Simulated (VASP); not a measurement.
# TiC (Fm-3m) in VASP: elastic constants with PBE

Aim: the elastic constants of TiC with PBE.

Program: VASP 6.6.1. These are calculated values, not measurements. Logs are shortened: lines on timing, memory, paths and dates and some standing lists are left out, and cuts for length are marked.

### Step 1. The cell of the first run

Symmetry: Fm-3m, No. 225, cubic system. Conventional cell: a = 4.226 Å, b = 4.226 Å, c = 4.226 Å, α = 90.00°, β = 90.00°, γ = 90.00°. Within 2.8 Å of Ti (site symmetry m-3m) lie 6 C at 2.11 Å. Within 2.8 Å of C (site symmetry m-3m) lie 6 Ti at 2.11 Å.

### Step 2. Elastic constants, PBE

INCAR

```
  PREC = Accurate
  ENCUT = 600
  EDIFF = 1E-8
  ISMEAR = -1
  SIGMA = 0.15
  LREAL = False
  LASPH = True
  NELM = 80
  ALGO = Normal
  ISIF = 3
  LWAVE = False
  LCHARG = False
  GGA = PE
  IBRION = 6
  NFREE = 2
  POTIM = 0.015
  NSW = 1
```

KPOINTS

```
regular mesh
0
Gamma
  18 18 18
```

POSCAR

```
TiC
1.0
    0.0000000000      2.1127688420      2.1127688420
    2.1127688420      0.0000000000      2.1127688420
    2.1127688420      2.1127688420      0.0000000000
Ti C
1 1
Direct
    0.0000000000      0.0000000000      0.0000000000
    0.5000000000      0.5000000000      0.5000000000
```

Potentials or basis: VASP PAW PBE potentials, release 64 (Ti_sv, C).

Run with:

```bash
$ cat potpaw_PBE.64/Ti_sv/POTCAR potpaw_PBE.64/C/POTCAR > POTCAR
$ mpirun -np 1 vasp_std > vasp.out
```

OUTCAR:

```text
PREC = Accurate
   ENCUT = 600
   EDIFF = 1E-8
   ISMEAR = -1
   LREAL = False
   LASPH = True
   NELM = 80
   ISIF = 3
   GGA = PE
   IBRION = 6
   NFREE = 2
   POTIM = 0.015
   NSW = 1

 ion  position               nearest neighbor table
   1  0.000  0.000  0.000-   2 2.11   2 2.11   2 2.11   2 2.11   2 2.11   2 2.11
   2  0.500  0.500  0.500-   1 2.11   1 2.11   1 2.11   1 2.11   1 2.11   1 2.11

  LATTYP: Found a face centered cubic cell.
 ALAT       =     4.2255376840

  Lattice vectors:

 A1 = (   0.0000000000,   2.1127688420,   2.1127688420)
 A2 = (   2.1127688420,   0.0000000000,   2.1127688420)
 A3 = (   2.1127688420,   2.1127688420,   0.0000000000)

Analysis of symmetry for initial positions (statically):
=====================================================================
 Subroutine PRICEL returns:
 Original cell was already a primitive cell.

 Routine SETGRP: Setting up the symmetry group for a
 face centered cubic supercell.

 Subroutine GETGRP returns: Found 48 space group operations
 (whereof 48 operations were pure point group operations)
 out of a pool of 48 trial point group operations.

The static configuration has the point symmetry O_h .

Analysis of symmetry for dynamics (positions and initial velocities):
=====================================================================
 Subroutine PRICEL returns:
 Original cell was already a primitive cell.

 Routine SETGRP: Setting up the symmetry group for a
 face centered cubic supercell.

 Subroutine GETGRP returns: Found 48 space group operations
 (whereof 48 operations were pure point group operations)
 out of a pool of 48 trial point group operations.

The dynamic configuration has the point symmetry O_h .

 Subroutine INISYM returns: Found 48 space group operations
 (whereof 48 operations are pure point group operations),
 and found     1 'primitive' translations

----------------------------------------------------------------------------------------

                                     Primitive cell

  volume of cell :      18.8619

  direct lattice vectors                    reciprocal lattice vectors
     0.000000000  2.112768842  2.112768842    -0.236656273  0.236656273  0.236656273
     2.112768842  0.000000000  2.112768842     0.236656273 -0.236656273  0.236656273
     2.112768842  2.112768842  0.000000000     0.236656273  0.236656273 -0.236656273

  length of vectors
     2.987906351  2.987906351  2.987906351     0.409900689  0.409900689  0.409900689

  position of ions in fractional coordinates (direct lattice)
     0.000000000  0.000000000  0.000000000
     0.500000000  0.500000000  0.500000000

  ion indices of the primitive-cell ions
   primitive index   ion index
                 1           1
                 2           2

----------------------------------------------------------------------------------------

 KPOINTS: regular mesh

Automatic generation of k-mesh.
 Grid dimensions read from file:
 generate k-points for:   18   18   18

 Generating k-lattice:

  Cartesian coordinates                     Fractional coordinates (reciprocal lattice)
    -0.013147571  0.013147571  0.013147571     0.055555556  0.000000000  0.000000000
     0.013147571 -0.013147571  0.013147571     0.000000000  0.055555556  0.000000000
     0.013147571  0.013147571 -0.013147571     0.000000000  0.000000000  0.055555556

  Length of vectors
     0.022772260  0.022772260  0.022772260

  Shift w.r.t. Gamma in fractional coordinates (k-lattice)
     0.000000000  0.000000000  0.000000000

 Subroutine IBZKPT returns following result:
 ===========================================

 Found    195 irreducible k-points:

 Following reciprocal coordinates:
            Coordinates               Weight
  0.000000  0.000000  0.000000      1.000000
  0.055556  0.000000  0.000000      8.000000
  0.111111  0.000000  0.000000      8.000000
  0.166667  0.000000  0.000000      8.000000
  0.222222  0.000000  0.000000      8.000000
  0.277778  0.000000  0.000000      8.000000
[... 16 lines left out ...]
 -0.277778  0.055556  0.000000     24.000000
 -0.222222  0.055556  0.000000     24.000000
 [... further k-points ...]
[... 35 lines left out ...]
   IALGO  =     38    algorithm
   IMIX   =      4    mixing-type and parameters
     AMIX     =   0.40;   BMIX     =  1.00
     AMIX_MAG =   1.60;   BMIX_MAG =  1.00
  volume/ion in A,a.u.               =       9.43        63.64
  Fermi-wavevector in a.u.,A,eV,Ry     =   1.549719  2.928543 32.676129  2.401628
  Thomas-Fermi vector in A             =   2.654485
   LORBIT       =      0    0 simple, 1 ext, 2 COOP (PROOUT), +10 PAW based schemes
   GGA     = PE    functional components
   LHFCALC =     F    Hartree Fock is set to
   AEXX    =    0.0000 exact exchange contribution
   IVDW    =     0    specifies the selected vdW correction
   LEPSILON=     F    determine dielectric tensor
   LRPA    =     F    only Hartree local field effects (RPA)
 finite differences with symmetry
 non-spin polarized calculation
  energy-cutoff  :      600.00
  volume of cell :       18.86
 maximum number of plane-waves:       641
   NGX = 11   NGY = 11   NGZ = 11

--------------------------------------- Ionic step        1  -------------------------------------------

 number of electron      16.0000000 magnetization

 Free energy of the ion-electron system (eV)
  ---------------------------------------------------
  ext. energy  EPLUGINS =         0.00000000
  ---------------------------------------------------
  free energy    TOTEN  =       -18.62338554 eV

  energy without entropy =      -18.60026828  energy(sigma->0) =      -18.61182691

------------------------ aborting loop because EDIFF is reached ----------------------------------------

  FORCE on cell =-STRESS in cart. coord.  units (eV):
  Direction    XX          YY          ZZ          XY          YZ          ZX
  --------------------------------------------------------------------------------------
  -------------------------------------------------------------------------------------
  Total        2.5947568      2.5947568      2.5947568      0.0000000     -0.0000000     -0.0000000
  in kB      220.4049287    220.4049287    220.4049287      0.0000000     -0.0000000     -0.0000000
  external PRESSURE =     220.4049287 kB  Pullay stress =       0.0000000 kB
[... 89 lines left out ...]
  FREE ENERGIE OF THE ION-ELECTRON SYSTEM (eV)
  ---------------------------------------------------
  free  energy   TOTEN  =       -18.5748153737 eV

  energy  without entropy=      -18.5520107359  energy(sigma->0) =      -18.56341305

[... ionic steps 4 to 14 ...]

--------------------------------------- Ionic step       15  -------------------------------------------

 number of electron      16.0000000 magnetization

------------------------ aborting loop because EDIFF is reached ----------------------------------------
[... 67 lines left out ...]
--------------------------------------- Ionic step       17  -------------------------------------------

 number of electron      16.0000000 magnetization

 Free energy of the ion-electron system (eV)
  ---------------------------------------------------
  ext. energy  EPLUGINS =         0.00000000
  ---------------------------------------------------
  free energy    TOTEN  =       -18.62200660 eV

  energy without entropy =      -18.59889443  energy(sigma->0) =      -18.61045051

 E-fermi :  10.3093     XC(G=0): -13.0870

 val. band max:       10.2851069365   @ k =   0.4444   0.4444   0.0000
 cond. band min:      10.3381501828   @ k =   0.5000   0.5000   0.0000
 fundamental gap:      0.0530432463
 Fermi energy:        10.3092516537

 k-point     1 :       0.0000    0.0000    0.0000
  band No.  band energies     occupation
      1     -46.0627      2.00000
      2     -22.0418      2.00000
      3     -22.0418      2.00000
      4     -22.0418      2.00000
      5      -2.4336      2.00000
      6      11.0174      0.01765
      7      11.0175      0.01765
      8      11.0272      0.01654
      9      11.9837      0.00003
     10      12.0912      0.00001
     11      12.0912      0.00001
     12      12.1848      0.00001
[... 331 lines left out ...]
 k-point    24 :      -0.2222    0.0556    0.0000
  band No.  band energies     occupation
      1     -46.0131      2.00000
      2     -22.3581      2.00000
      3     -22.0933      2.00000
      4     -22.0618      2.00000
      5      -1.0485      2.00000
      6       7.5183      2.00000
      7       8.3928      1.99999
      8       8.6555      1.99997
      9      11.9512      0.00004
     10      12.4120      0.00000
     11      13.4813      0.00000
     12      15.9182      0.00000

 [... further k-points ...]
[... 5 lines left out ...]
  --------------------------------------------------------------------------------------
  -------------------------------------------------------------------------------------
  Total        2.6055764      2.5951673      2.5951673      0.0000000     -0.0000000      0.0000000
  in kB      221.3239647    220.4397900    220.4397900      0.0000000     -0.0000000      0.0000000
  external PRESSURE =     220.7345149 kB  Pullay stress =       0.0000000 kB
[... 17 lines left out ...]
  FREE ENERGIE OF THE ION-ELECTRON SYSTEM (eV)
  ---------------------------------------------------
  free  energy   TOTEN  =       -18.6220065951 eV

  energy  without entropy=      -18.5988944324  energy(sigma->0) =      -18.61045051

 INTERNAL STRAIN TENSORS FROM STRAINED CELLS
 ============================================

 INTERNAL STRAIN TENSOR FOR ION    1 for displacements in x,y,z  (eV/Angst):
          X           Y           Z          XY          YZ          ZX
  --------------------------------------------------------------------------------
  x    -0.00000    -0.00000     0.00000     0.00000    -0.00000     0.00000
  y    -0.00000     0.00000     0.00000     0.00000     0.00000    -0.00000
  z     0.00000     0.00000    -0.00000     0.00000    -0.00000    -0.00000

 INTERNAL STRAIN TENSORS FROM DISPLACED ATOMS
 ============================================

 INTERNAL STRAIN TENSOR FOR ION    1 for displacements in x,y,z  (eV/Angst):
          X           Y           Z          XY          YZ          ZX
  --------------------------------------------------------------------------------
  x     0.00000     0.00000     0.00000     0.00000     0.00000     0.00000
  y     0.00000     0.00000     0.00000     0.00000     0.00000     0.00000
  z     0.00000     0.00000     0.00000     0.00000     0.00000     0.00000

 INTERNAL STRAIN TENSOR FOR ION    2 for displacements in x,y,z  (eV/Angst):
          X           Y           Z          XY          YZ          ZX
  --------------------------------------------------------------------------------
  x     0.00000     0.00000     0.00000     0.00000     0.00000     0.00000
  y     0.00000     0.00000     0.00000     0.00000     0.00000     0.00000
  z     0.00000     0.00000     0.00000     0.00000     0.00000     0.00000

 Eigenvectors and eigenvalues of the dynamical matrix
 ----------------------------------------------------

   1 f  =   17.663712 THz   110.984378 2PiTHz  589.198025 cm-1    73.051212 meV
             X         Y         Z           dx          dy          dz
      0.000000  0.000000  0.000000     0.447869    0.000000    0.000000
      2.112769  2.112769  2.112769    -0.894099    0.000000   -0.000000
[... 21 lines left out ...]
   6 f/i=    0.000851 THz     0.005345 2PiTHz    0.028375 cm-1     0.003518 meV
             X         Y         Z           dx          dy          dz
      0.000000  0.000000  0.000000    -0.397270   -0.171782    0.782356
      2.112769  2.112769  2.112769    -0.198999   -0.086048    0.391895

--------------------------------------------------------------------------------------------------------

 ELASTIC MODULI CONTR FROM IONIC RELAXATION (kBar)
 Direction    XX          YY          ZZ          XY          YZ          ZX
 --------------------------------------------------------------------------------
 XX           0.0000      0.0000      0.0000      0.0000      0.0000      0.0000
 YY           0.0000      0.0000      0.0000      0.0000      0.0000      0.0000
 ZZ           0.0000      0.0000      0.0000      0.0000      0.0000      0.0000
 XY           0.0000      0.0000      0.0000      0.0000      0.0000      0.0000
 YZ           0.0000      0.0000      0.0000      0.0000      0.0000      0.0000
 ZX           0.0000      0.0000      0.0000      0.0000      0.0000      0.0000
 --------------------------------------------------------------------------------

 TOTAL ELASTIC MODULI (kBar)
 Direction    XX          YY          ZZ          XY          YZ          ZX
 --------------------------------------------------------------------------------
 XX        6726.0050   1300.8966   1300.8966      0.0000     -0.0000     -0.0000
 YY        1300.8966   6726.0050   1300.8966      0.0000      0.0000     -0.0000
 ZZ        1300.8966   1300.8966   6726.0050      0.0000      0.0000      0.0000
 XY           0.0000      0.0000      0.0000   1825.9306      0.0000     -0.0000
 YZ          -0.0000      0.0000      0.0000      0.0000   1825.9306     -0.0000
 ZX          -0.0000     -0.0000      0.0000     -0.0000     -0.0000   1825.9306
 --------------------------------------------------------------------------------
```

Run time: 33 min. Hardware: 1 thread of Intel Xeon Platinum 8259CL at 2.50GHz (Skylake/Cascade Lake), shared host; peak memory 0.84 GiB.

What came out:

```yaml
Elastic_constants_C11_C12_C44: 673, 130, 183 GPa
Voigt_bulk_modulus: 311 GPa
Highest_phonon_frequency_at_Γ: 589 cm⁻¹
```

Phonon frequencies in cm⁻¹ (negative: imaginary):
```tsv
q point	frequencies
(0.000, 0.000, 0.000)	0 0 0 589 589 589
```

Elastic tensor in Voigt notation (GPa, in the Cartesian axes of the cell as first typed):
```
673 130 130   0   0   0
130 673 130   0   0   0
130 130 673   0   0   0
  0   0   0 183   0   0
  0   0   0   0 183   0
  0   0   0   0   0 183
```

Clamped-ion elastic tensor (GPa):
```
673 130 130   0   0   0
130 673 130   0   0   0
130 130 673   0   0   0
  0   0   0 183   0   0
  0   0   0   0 183   0
  0   0   0   0   0 183
```

Caveat: the cell is under stress, which shifts elastic constants.
